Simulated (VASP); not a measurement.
# LiAuS2 (R-3m) in VASP: a series of runs

LiAuS2 is run at these levels: LDA+U; tasks: single point.

Program: VASP 6.6.1. These are calculated values, not measurements. Logs are shortened: lines on timing, memory, paths and dates and some standing lists are left out, and cuts for length are marked.

### Step 1. The cell of the first run

Symmetry: R-3m, No. 166, trigonal system. The conventional cell has a = 3.817 Å, b = 3.817 Å, c = 20.784 Å, α = 90.00°, β = 90.00°, γ = 120.00°. Within 4.0 Å of Li (site symmetry -3m) lie 6 S at 3.03 Å and 6 Li at 3.82 Å. Within 3.4 Å of Au (site symmetry -3m) lie 6 S at 2.60 Å. Within 3.4 Å of S (site symmetry 3m) lie 3 Au at 2.60 Å and 3 Li at 3.03 Å.

### Step 2. Single point, LDA+U, collinear spin, zero start

Input file INCAR:

```
SYSTEM = LiAuS2
PREC = Accurate
ENCUT = 520
EDIFF = 1E-7
ISMEAR = 0
SIGMA = 0.05
LREAL = .FALSE.
LASPH = .TRUE.
NELM = 150
ALGO = Normal
ISIF = 2
LWAVE = .FALSE.
LCHARG = .FALSE.
ISPIN = 2
MAGMOM = 0 0 0 0
LORBIT = 11
LMAXMIX = 4
LDAU = .TRUE.
LDAUTYPE = 2
LDAUL = -1 2 -1
LDAUU = 0 2 0
LDAUJ = 0 0 0
LDAUPRINT = 1
NBANDS = 25
```

Input file KPOINTS:

```
regular mesh
0
G
  6 6 6
  0 0 0
```

Input file POSCAR:

```
LiAuS2
1.0
    1.9083725800      1.1017994200      6.9281207000
   -1.9083725800      1.1017994200      6.9281207000
    0.0000000000     -2.2035988500      6.9281207000
Li Au S
1 1 2
Direct
    0.5000000000      0.5000000000      0.5000000000
    0.0000000000      0.0000000000      0.0000000000
    0.2667000000      0.2667000000      0.2667000000
    0.7333000000      0.7333000000      0.7333000000
```

Potentials or basis: VASP PAW LDA potentials, release 64 (Li_sv, Au, S).

On the command line:

```console
cat potpaw_LDA.64/Li_sv/POTCAR potpaw_LDA.64/Au/POTCAR potpaw_LDA.64/S/POTCAR > POTCAR
mpirun -np 1 vasp_std > vasp.out
```

OUTCAR:

```text
SYSTEM = LiAuS2
   PREC = Accurate
   ENCUT = 520
   EDIFF = 1E-7
   ISMEAR = 0
   LREAL = .FALSE.
   LASPH = .TRUE.
   NELM = 150
   ISIF = 2
   ISPIN = 2
   LORBIT = 11

 ion  position               nearest neighbor table
   1  0.500  0.500  0.500-
   2  0.000  0.000  0.000-   4 2.60   4 2.60   3 2.60   3 2.60   4 2.60   3 2.60
   3  0.267  0.267  0.267-   2 2.60   2 2.60   2 2.60
   4  0.733  0.733  0.733-   2 2.60   2 2.60   2 2.60

  LATTYP: Found a trigonal (rhomboedric) cell.
 ALAT       =     7.2701240911
 COS(alpha) =     0.8621925539

  Lattice vectors:

 A1 = (   1.9083725800,   1.1017994200,   6.9281207000)
 A2 = (  -1.9083725800,   1.1017994200,   6.9281207000)
 A3 = (   0.0000000000,  -2.2035988500,   6.9281207000)

Analysis of symmetry for initial positions (statically):
=====================================================================
 Subroutine PRICEL returns:
 Original cell was already a primitive cell.

 Routine SETGRP: Setting up the symmetry group for a
 trigonal (rhombohedral) supercell.

 Subroutine GETGRP returns: Found 12 space group operations
 (whereof 12 operations were pure point group operations)
 out of a pool of 12 trial point group operations.

The static configuration has the point symmetry D_3d.

Analysis of symmetry for dynamics (positions and initial velocities):
=====================================================================
 Subroutine PRICEL returns:
 Original cell was already a primitive cell.

 Routine SETGRP: Setting up the symmetry group for a
 trigonal (rhombohedral) supercell.

 Subroutine GETGRP returns: Found 12 space group operations
 (whereof 12 operations were pure point group operations)
 out of a pool of 12 trial point group operations.

The dynamic configuration has the point symmetry D_3d.

Analysis of structural, dynamic, and magnetic symmetry:
=====================================================================
 Subroutine PRICEL returns:
 Original cell was already a primitive cell.

 Routine SETGRP: Setting up the symmetry group for a
 trigonal (rhombohedral) supercell.

 Subroutine GETGRP returns: Found 12 space group operations
 (whereof 12 operations were pure point group operations)
 out of a pool of 12 trial point group operations.

The overall configuration has the point symmetry D_3d.

 Subroutine INISYM returns: Found 12 space group operations
 (whereof 12 operations are pure point group operations),
 and found     1 'primitive' translations

----------------------------------------------------------------------------------------

                                     Primitive cell

  volume of cell :      87.4042

  direct lattice vectors                    reciprocal lattice vectors
     1.908372580  1.101799420  6.928120700     0.262003345  0.151267702  0.048113096
    -1.908372580  1.101799420  6.928120700    -0.262003345  0.151267702  0.048113096
     0.000000000 -2.203598850  6.928120700     0.000000000 -0.302535404  0.048113095

  length of vectors
     7.270124091  7.270124091  7.270124093     0.306337299  0.306337299  0.306337298

  position of ions in fractional coordinates (direct lattice)
     0.500000000  0.500000000  0.500000000
     0.000000000  0.000000000  0.000000000
     0.266700000  0.266700000  0.266700000
     0.733300000  0.733300000  0.733300000

  ion indices of the primitive-cell ions
   primitive index   ion index
                 1           1
                 2           2
                 3           3
                 4           4

[... 79 lines left out ...]
   POTIM  = 0.5000    time-step for ionic-motion
   TEBEG  =    0.0;   TEEND  =   0.0 temperature during run
   PSTRESS=    0.0 pullay stress
   NELECT =      26.0000    total number of electrons
   NUPDOWN=      -1.0000    fix difference up-down
   EMIN   =  10.00;   EMAX   =-10.00  energy-range for DOS
   EFERMI =   0.00;   METHOD = LEGACY
   ISMEAR =     0;   SIGMA  =   0.05  broadening in eV -4-tet -1-fermi 0-gaus
   EFERMI_NEDOS =   21; number of points for ismear=-14 and -15
   IALGO  =     38    algorithm
   IMIX   =      4    mixing-type and parameters
     AMIX     =   0.40;   BMIX     =  1.00
     AMIX_MAG =   1.60;   BMIX_MAG =  1.00
  volume/ion in A,a.u.               =      21.85       147.46
  Fermi-wavevector in a.u.,A,eV,Ry     =   1.092836  2.065161 16.249320  1.194291
  Thomas-Fermi vector in A             =   2.229110
   LORBIT       =     11    0 simple, 1 ext, 2 COOP (PROOUT), +10 PAW based schemes
 LDA+U is selected, type is set to LDAUTYPE =  2
   angular momentum for each species LDAUL =    -1    2   -1
   U (eV)           for each species LDAUU =   0.0  2.0  0.0
   J (eV)           for each species LDAUJ =   0.0  0.0  0.0
   GGA     = CA    functional components
   LHFCALC =     F    Hartree Fock is set to
   AEXX    =    0.0000 exact exchange contribution
   IVDW    =     0    specifies the selected vdW correction
   LEPSILON=     F    determine dielectric tensor
   LRPA    =     F    only Hartree local field effects (RPA)
 spin polarized calculation
 Gauss-broadening in eV      SIGMA  =   0.05
  energy-cutoff  :      520.00
  volume of cell :       87.40
 maximum number of plane-waves:      2377
   NGX = 27   NGY = 27   NGZ = 27

 number of electron      26.0000002 magnetization       0.0000158

atom =   2  type =  2  l = 2

 onsite density matrix

spin component  1

  0.8811 -0.0000 -0.0000 -0.0404 -0.0000
 -0.0000  0.8558 -0.0000  0.0000 -0.0404
 -0.0000 -0.0000  0.9119 -0.0000  0.0000
 -0.0404  0.0000 -0.0000  0.8558  0.0000
 -0.0000 -0.0404  0.0000  0.0000  0.8811

spin component  2

  0.8811 -0.0000 -0.0000 -0.0404 -0.0000
 -0.0000  0.8558 -0.0000  0.0000 -0.0404
 -0.0000 -0.0000  0.9119 -0.0000  0.0000
 -0.0404  0.0000 -0.0000  0.8558  0.0000
 -0.0000 -0.0404  0.0000  0.0000  0.8811

 occupancies and eigenvectors

  o =  0.8261  v = -0.5921  0.0000 -0.0000 -0.8059  0.0000  0.0000  0.0000  0.0000  0.0000  0.0000      0.0000  0.0000  0.0000  0.0000  0.0000  0.0000  0.0000  0.0000  0.0000  0.0000
  o =  0.8261  v = -0.0000 -0.8059  0.0000 -0.0000 -0.5921  0.0000  0.0000  0.0000  0.0000  0.0000      0.0000  0.0000  0.0000  0.0000  0.0000  0.0000  0.0000  0.0000  0.0000  0.0000
  o =  0.8261  v =  0.0000  0.0000  0.0000  0.0000  0.0000  0.5921  0.0000  0.0000  0.8059  0.0000      0.0000  0.0000  0.0000  0.0000  0.0000  0.0000  0.0000  0.0000  0.0000  0.0000
  o =  0.8261  v =  0.0000  0.0000  0.0000  0.0000  0.0000  0.0000  0.8059 -0.0000 -0.0000  0.5921      0.0000  0.0000  0.0000  0.0000  0.0000  0.0000  0.0000  0.0000  0.0000  0.0000
  o =  0.9107  v =  0.0000  0.0000  0.0000  0.0000  0.0000  0.0000  0.5921  0.0000 -0.0000 -0.8059      0.0000  0.0000  0.0000  0.0000  0.0000  0.0000  0.0000  0.0000  0.0000  0.0000
  o =  0.9107  v =  0.0000  0.0000  0.0000  0.0000  0.0000 -0.8059  0.0000  0.0000  0.5921  0.0000      0.0000  0.0000  0.0000  0.0000  0.0000  0.0000  0.0000  0.0000  0.0000  0.0000
  o =  0.9107  v =  0.0000  0.5921  0.0000 -0.0000 -0.8059  0.0000  0.0000  0.0000  0.0000  0.0000      0.0000  0.0000  0.0000  0.0000  0.0000  0.0000  0.0000  0.0000  0.0000  0.0000
  o =  0.9107  v =  0.8059 -0.0000 -0.0000 -0.5921  0.0000  0.0000  0.0000  0.0000  0.0000  0.0000      0.0000  0.0000  0.0000  0.0000  0.0000  0.0000  0.0000  0.0000  0.0000  0.0000
  o =  0.9119  v = -0.0000  0.0000 -1.0000  0.0000 -0.0000  0.0000  0.0000  0.0000  0.0000  0.0000      0.0000  0.0000  0.0000  0.0000  0.0000  0.0000  0.0000  0.0000  0.0000  0.0000
  o =  0.9119  v =  0.0000  0.0000  0.0000  0.0000  0.0000  0.0000  0.0000 -1.0000 -0.0000 -0.0000      0.0000  0.0000  0.0000  0.0000  0.0000  0.0000  0.0000  0.0000  0.0000  0.0000

 number of electron      26.0000002 magnetization      -0.0000118

 Free energy of the ion-electron system (eV)
  ---------------------------------------------------
  ext. energy  EPLUGINS =         0.00000000
  ---------------------------------------------------
  free energy    TOTEN  =       -15.33918225 eV

  energy without entropy =      -15.33195847  energy(sigma->0) =      -15.33557036

 E-fermi :   3.1493     XC(G=0):  -9.2911

 val. band max:        3.1456297506   @ k =  -0.3333   0.3333   0.1667
 cond. band min:       3.1528219854   @ k =   0.5000   0.3333   0.1667
 fundamental gap:      0.0071922348
 Fermi energy:         3.1492746287

 spin component 1

 k-point     1 :       0.0000    0.0000    0.0000
  band No.  band energies     occupation
      1     -42.5324      1.00000
      2     -10.0241      1.00000
      3      -8.8247      1.00000
      4      -2.5861      1.00000
      5      -2.3905      1.00000
      6      -2.3905      1.00000
[... 1337 lines left out ...]
     24      14.5992      0.00000
     25      15.3060      0.00000

 [... further k-points ...]

------------------------ aborting loop because EDIFF is reached ----------------------------------------

  FORCE on cell =-STRESS in cart. coord.  units (eV):
  Direction    XX          YY          ZZ          XY          YZ          ZX
  --------------------------------------------------------------------------------------
  -------------------------------------------------------------------------------------
  Total       -5.0671119     -5.0671119     -5.7978425      0.0000000      0.0000000      0.0000000
  in kB      -92.8835210    -92.8835211   -106.2782988      0.0000000      0.0000001      0.0000000
  external PRESSURE =     -97.3484470 kB  Pullay stress =       0.0000000 kB

 VOLUME and BASIS-vectors are now :
 -----------------------------------------------------------------------------
  energy-cutoff  :      520.00
  volume of cell :       87.40
      direct lattice vectors                 reciprocal lattice vectors
     1.908372580  1.101799420  6.928120700     0.262003345  0.151267702  0.048113096
    -1.908372580  1.101799420  6.928120700    -0.262003345  0.151267702  0.048113096
     0.000000000 -2.203598850  6.928120700     0.000000000 -0.302535404  0.048113095

 POSITION                                       TOTAL-FORCE (eV/Angst)
 -----------------------------------------------------------------------------------
      0.00000     -0.00000     10.39218        -0.000000      0.000000     -0.000000
      0.00000      0.00000      0.00000         0.000000      0.000000     -0.000000
      0.00000     -0.00000      5.54319         0.000000     -0.000000      0.299637
      0.00000     -0.00000     15.24117         0.000000      0.000000     -0.299637
 -----------------------------------------------------------------------------------
    total drift:                                0.000000      0.000000     -0.000000

  FREE ENERGIE OF THE ION-ELECTRON SYSTEM (eV)
  ---------------------------------------------------
  free  energy   TOTEN  =       -15.3391822531 eV

  energy  without entropy=      -15.3319584727  energy(sigma->0) =      -15.33557036

 total charge

# of ion       s       p       d       tot
------------------------------------------
    1        2.000   0.025   0.000   2.026
    2        0.513   0.359   8.728   9.601
    3        1.365   2.212   0.000   3.577
    4        1.365   2.212   0.000   3.577
--------------------------------------------------
tot          5.243   4.809   8.728  18.780

 magnetization (x)

# of ion       s       p       d       tot
------------------------------------------
    1       -0.000  -0.000   0.000  -0.000
    2        0.000   0.000  -0.000  -0.000
    3       -0.000  -0.000   0.000  -0.000
    4       -0.000  -0.000   0.000  -0.000
--------------------------------------------------
tot         -0.000  -0.000  -0.000  -0.000
```

Run time: 6.5 min. Hardware: 1 thread of Intel Xeon Platinum 8259CL at 2.50GHz (Skylake/Cascade Lake), shared host; peak memory 0.39 GiB.

Results:

```yaml
Free_energy: -15.3392 eV
Largest_force: 0.300 eV/Å
Band_gap_on_the_k_mesh: zero (filled and empty bands overlap)
Net_moment: 0.00 μB per cell
Valence_electrons_inside_the_program's_atomic_spheres: Li 2.03; Au 9.60; S 3.58
```

Forces on the atoms (eV/Å):
```
Li   0.000  0.000  0.000
Au   0.000  0.000  0.000
S    0.000  0.000  0.300
S    0.000  0.000 -0.300
```

Eigenvalues of the final occupation matrices:
| site | spin | trace | eigenvalues |
| --- | --- | --- | --- |
| site 2 d | 1 | 4.39 | 0.83 0.83 0.91 0.91 0.91 |
| site 2 d | 2 | 4.39 | 0.83 0.83 0.91 0.91 0.91 |

Caveat: the cutoff is under 1.25 times the usual one of these potentials, so pressure, stress and relaxed cells hold a basis-set (Pulay) error; spin-orbit coupling is left out, which moves the levels of the heavy elements.

### Step 3. Single point, LDA+U, collinear spin, ferromagnetic start

Input file INCAR:

```
  PREC = Accurate
  ENCUT = 520
  EDIFF = 1E-6
  ISMEAR = 0
  SIGMA = 0.05
  LREAL = False
  LASPH = True
  NELM = 150
  ALGO = Normal
  ISIF = 2
  LWAVE = False
  LCHARG = True
  ISPIN = 2
  MAGMOM = 0.08 0.56 0.61 0.61
  LORBIT = 11
  NUPDOWN = 2.2
  LMAXMIX = 4
  LDAU = True
  LDAUTYPE = 2
  LDAUL = -1 2 -1
  LDAUU = 0 2 0
  LDAUJ = 0 0 0
  LDAUPRINT = 1
  LELF = True
  LVHAR = True
  NBANDS = 25
```

Input file KPOINTS:

```
Automatic mesh
0
Gamma
  6 6 6
```

POSCAR is that of step 2.

Potentials or basis: VASP PAW LDA potentials, release 64 (Li_sv, Au, S).

On the command line:

```console
cat potpaw_LDA.64/Li_sv/POTCAR potpaw_LDA.64/Au/POTCAR potpaw_LDA.64/S/POTCAR > POTCAR
mpirun -np 1 vasp_std > vasp.out
```

Run time: 6.3 min. Hardware: 1 thread of Intel Xeon Platinum 8259CL at 2.50GHz (Skylake/Cascade Lake), shared host; peak memory 0.39 GiB.

The run converged. Its results:

* Free energy: -14.7659 eV
* Largest force: 0.087 eV/Å
* Net moment: 2.20 μB per cell
* Site moments: Li +0.01; Au +0.55; S +0.46 μB
* Valence electrons inside the program's atomic spheres: Li 2.02; Au 9.60; S 3.59

Forces on the atoms (eV/Å):
```
Li   0.000  0.000  0.000
Au   0.000  0.000  0.000
S    0.000  0.000  0.087
S    0.000  0.000 -0.087
```

Eigenvalues of the final occupation matrices:
```
    site  spin  trace               eigenvalues
site 2 d     1   4.64  0.92 0.92 0.92 0.95 0.95
site 2 d     2   4.10  0.69 0.69 0.91 0.91 0.91
```

Caveat: the cutoff is under 1.25 times the usual one of these potentials, so pressure, stress and relaxed cells hold a basis-set (Pulay) error; spin-orbit coupling is left out, which moves the levels of the heavy elements; the total moment is fixed, so each spin has its own Fermi level. The state reached can hang on the start; a lower one may exist.
